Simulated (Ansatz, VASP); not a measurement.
Given: the input of a run of Ansatz 0.2.0 on HfC.

Contents of input.yaml:

```yaml
crystal:
  lattice:
    - [-1.39667323, 2.49718051, 1.84733673]
    - [1.39667323, -2.49718051, 1.84733673]
    - [1.39667323, 2.49718051, -1.84733673]
  atoms:
    - { symbol: Hf, position: [0.98471183, 0.98471183, 0.0] }
    - { symbol: C, position: [0.67945483, 0.17945483, 0.5] }
hamiltonian:
  xc: pbesol
  pseudopotentials: { kind: paw }
kpoints:
  mp_grid: { grid: [12, 12, 12] }
scf:
  occupations: { method: fermi_dirac, width: 0.05 }
output:
  forces: true
  stress: true
  eigenvalues: true
relax:
  f_tol: 0.01
  max_steps: 40
  cell: { stress_tol: 0.05 }
```

Potentials or basis: Ansatz PAW.

Run with:

```console
$ ansatz run input.yaml --threads 2 --pin off --max-ram 5632MiB --backend cpu --events-out ev --progress --plain --runs-dir out
```

Set up the same calculation for VASP 6.6.1. Potentials there: VASP PAW PBE potentials, release 64 (Hf_pv, C).

As run (the cutoff follows the program's own potentials):

Contents of INCAR:

```
SYSTEM = HfC
PREC = Accurate
ENCUT = 600
EDIFF = 1E-6
ISMEAR = -1
SIGMA = 0.05
LREAL = .False.
LASPH = .True.
NELM = 100
ALGO = Normal
ISIF = 3
LWAVE = .False.
LCHARG = .False.
GGA = PS
IBRION = 2
NSW = 60
EDIFFG = -0.01
```

The input KPOINTS:

```
regular mesh
0
Gamma
  12 12 12
  0 0 0
```

POSCAR

```
HfC
1.0
   -1.3966732300      2.4971805100      1.8473367300
    1.3966732300     -2.4971805100      1.8473367300
    1.3966732300      2.4971805100     -1.8473367300
Hf C
1 1
Direct
    0.9847118300      0.9847118300      0.0000000000
    0.6794548300      0.1794548300      0.5000000000
```

Potentials or basis: VASP PAW PBE potentials, release 64 (Hf_pv, C).

Run with:

```sh
$ cat potpaw_PBE.64/Hf_pv/POTCAR potpaw_PBE.64/C/POTCAR > POTCAR
$ mpirun -np 1 vasp_std > vasp.out
```

Both were run:

|  | VASP | Ansatz | Ansatz less VASP |
| --- | --- | --- | --- |
| gap on the k mesh at the Fermi level, each at its own relaxed structure (eV) | none | none | - |
| relaxed volume (Å³/atom) | 12.21 | 12.22 | +0.017 |
| relaxed cell length with the largest relative difference (Å) | 3.256 | 3.258 | +0.0016 |

VASP's potentials were made for PBE, not for PBEsol. A gap of «none» marks a metal or a gap that the smearing closes. VASP's potentials hold 14 valence electrons a cell and Ansatz's 30, so a difference there can come from the potentials and not from the codes.

Neither program's run includes spin-orbit coupling. Noted on Ansatz's run: the plane-wave basis is chosen anew once the cell has moved, so the energies of steps on either side of that aren't comparable.
